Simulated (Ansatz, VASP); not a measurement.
## One calculation of C, two programs

INCAR

```
PREC     = Accurate       # precision mode
ENCUT    = 520            # plane-wave cutoff, eV
EDIFF    = 1E-6           # SCF threshold, eV
ISMEAR   = 0              # smearing method
SIGMA    = 0.05           # smearing width, eV
LREAL    = F              # projectors in reciprocal space
LASPH    = T              # aspherical terms in the spheres
NELM     = 80             # most SCF steps
ALGO     = Normal         # electronic algorithm
ISIF     = 2              # what is computed and relaxed
LWAVE    = F              # write WAVECAR
LCHARG   = T              # write CHGCAR
GGA      = PE             # functional
LELF     = T              # ELF
LVHAR    = T            
NBANDS   = 36             # bands
```

KPOINTS

```
regular mesh
0
Gamma
  12 12 2
```

Contents of POSCAR:

```
C
1.0
    2.5647000000      0.0000000000      0.0000000000
   -1.2823500000      2.2210953531      0.0000000000
    0.0000000000      0.0000000000     12.4291124965
C
12
Direct
    0.0000000000      0.0000000000      0.1868593266
    0.0000000000      0.0000000000      0.6868593266
    0.0000000000      0.0000000000      0.3131406734
    0.0000000000      0.0000000000      0.8131406734
    0.3333333333      0.6666666667      0.5207665411
    0.6666666667      0.3333333333      0.0207665411
    0.3333333333      0.6666666667      0.9792334589
    0.6666666667      0.3333333333      0.4792334589
    0.3333333333      0.6666666667      0.6450950823
    0.6666666667      0.3333333333      0.1450950823
    0.3333333333      0.6666666667      0.8549049177
    0.6666666667      0.3333333333      0.3549049177
```

Input for Ansatz:

```yaml
crystal:
  lattice:
    - [2.5647, 0.0, 0.0]
    - [-1.28235, 2.2210953531, 0.0]
    - [0.0, 0.0, 12.4291124965]
  atoms:
    - { symbol: C, position: [0.0, 0.0, 0.1868593266] }
    - { symbol: C, position: [0.0, 0.0, 0.6868593266] }
    - { symbol: C, position: [0.0, 0.0, 0.3131406734] }
    - { symbol: C, position: [0.0, 0.0, 0.8131406734] }
    - { symbol: C, position: [0.3333333333, 0.6666666667, 0.5207665411] }
    - { symbol: C, position: [0.6666666667, 0.3333333333, 0.0207665411] }
    - { symbol: C, position: [0.3333333333, 0.6666666667, 0.9792334589] }
    - { symbol: C, position: [0.6666666667, 0.3333333333, 0.4792334589] }
    - { symbol: C, position: [0.3333333333, 0.6666666667, 0.6450950823] }
    - { symbol: C, position: [0.6666666667, 0.3333333333, 0.1450950823] }
    - { symbol: C, position: [0.3333333333, 0.6666666667, 0.8549049177] }
    - { symbol: C, position: [0.6666666667, 0.3333333333, 0.3549049177] }
basis:
  ecutwfc: 520.0
kpoints:
  mp_grid: { grid: [12, 12, 2] }
hamiltonian:
  xc: pbe
  pseudopotentials: { kind: paw, azcp: { folder: soft_1 } }
scf:
  occupations: { method: gaussian, width: 0.05 }
output:
  forces: true
  stress: true
  eigenvalues: true
```

Alike in both runs: task single point; functional PBE; k mesh 12 × 12 × 2; occupations gaussian, width 0.05 eV; no spin polarisation.

|  | VASP | Ansatz |
| --- | --- | --- |
| version | VASP 6.6.1 | Ansatz 0.2.0 |
| potentials or method | VASP PAW PBE potentials, release 64 (C), cutoff 520 eV | scalar-relativistic, plane waves, PAW |
| valence electrons in the cell | 48 | 48 |

```csv
,VASP,Ansatz,Ansatz less VASP
gap on the k mesh at the Fermi level (eV),4.23,4.24,+0.009
least direct gap on the mesh (eV),5.10,5.11,+0.006
pressure (GPa),-13.4,-13.9,-0.50
"traceless stress, the component that is largest in VASP (GPa)",12.62,12.56,-0.061
rms of the force components (eV/Å),0.024,0.022,-0.0016
```

Atom by atom the forces differ by 0.003 eV/Å (rms over components).
